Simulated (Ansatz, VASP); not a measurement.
Two plane-wave programs on AlN

Contents of INCAR:

```
SYSTEM = AlN
PREC = Accurate ; ENCUT = 520
EDIFF = 1E-6 ; ISMEAR = 0
SIGMA = 0.05 ; LREAL = Auto
LASPH = .True. ; NELM = 80
ALGO = Normal ; ISIF = 2
LWAVE = .False. ; LCHARG = .False.
GGA = PE ; NBANDS = 46
```

The input KPOINTS:

```
Automatic mesh
0
Gamma
  4 8 3
  0 0 0
```

The input POSCAR:

```
AlN
1.0
   -1.5651197814     -2.7108669814      5.0179796556
    1.5651197814     -2.7108669814      0.0000000000
    7.6690869291      2.4397802832      5.5197776212
Al N
8 8
Direct
    0.6581516535      0.9991356412      0.0981155127
    0.8331516535      0.4991356412      0.8481155127
    0.3831516535      0.4991356412      0.3481155127
    0.1081516535      0.9991356412      0.5981155127
    0.9289849868      0.2491356413      0.3064488460
    0.2039849868      0.7491356413      0.0564488460
    0.6539849868      0.7491356413      0.5564488460
    0.3789849868      0.2491356413      0.8064488460
    0.9347700132      0.8083643587      0.1935011540
    0.1097700132      0.3083643587      0.9435011540
    0.6597700132      0.3083643587      0.4435011540
    0.3847700132      0.8083643587      0.6935011540
    0.2056033465      0.0583643587      0.4018344873
    0.4806033465      0.5583643587      0.1518344873
    0.9306033465      0.5583643587      0.6518344873
    0.6556033465      0.0583643587      0.9018344873
```

Input for Ansatz:

```yaml
crystal:
  lattice:
    - [-1.5651197814, -2.7108669814, 5.0179796556]
    - [1.5651197814, -2.7108669814, 0.0]
    - [7.6690869291, 2.4397802832, 5.5197776212]
  atoms:
    - { symbol: Al, position: [0.6581516535, 0.9991356412, 0.0981155127] }
    - { symbol: Al, position: [0.8331516535, 0.4991356412, 0.8481155127] }
    - { symbol: Al, position: [0.3831516535, 0.4991356412, 0.3481155127] }
    - { symbol: Al, position: [0.1081516535, 0.9991356412, 0.5981155127] }
    - { symbol: Al, position: [0.9289849868, 0.2491356413, 0.306448846] }
    - { symbol: Al, position: [0.2039849868, 0.7491356413, 0.056448846] }
    - { symbol: Al, position: [0.6539849868, 0.7491356413, 0.556448846] }
    - { symbol: Al, position: [0.3789849868, 0.2491356413, 0.806448846] }
    - { symbol: "N", position: [0.9347700132, 0.8083643587, 0.193501154] }
    - { symbol: "N", position: [0.1097700132, 0.3083643587, 0.943501154] }
    - { symbol: "N", position: [0.6597700132, 0.3083643587, 0.443501154] }
    - { symbol: "N", position: [0.3847700132, 0.8083643587, 0.693501154] }
    - { symbol: "N", position: [0.2056033465, 0.0583643587, 0.4018344873] }
    - { symbol: "N", position: [0.4806033465, 0.5583643587, 0.1518344873] }
    - { symbol: "N", position: [0.9306033465, 0.5583643587, 0.6518344873] }
    - { symbol: "N", position: [0.6556033465, 0.0583643587, 0.9018344873] }
basis:
  ecutwfc: 420
kpoints:
  mp_grid: { grid: [4, 8, 3] }
hamiltonian:
  xc: pbe
scf:
  occupations: { method: gaussian, width: 0.05 }
output:
  forces: true
  stress: true
  eigenvalues: true
```

Alike in both runs: task single point; functional PBE; k mesh 4 × 8 × 3; occupations gaussian, width 0.05 eV; no spin polarisation.

```csv
,VASP,Ansatz
version,VASP 6.6.1,Ansatz 0.2.0
potentials or method,"VASP PAW PBE potentials, release 64 (Al, N), cutoff 520 eV","scalar-relativistic, plane waves, PAW"
valence electrons in the cell,64,64
```

```csv
,VASP,Ansatz,Ansatz less VASP
gap on the k mesh at the Fermi level (eV),3.60,3.59,-0.006
least direct gap on the mesh (eV),3.60,3.59,-0.006
pressure (GPa),-0.5,-0.2,+0.26
"traceless stress, the component that is largest in VASP (GPa)",-6.54,-6.53,+0.010
rms of the force components (eV/Å),0.487,0.486,-0.0009
```

Atom by atom the forces differ by 0.003 eV/Å (rms over components).
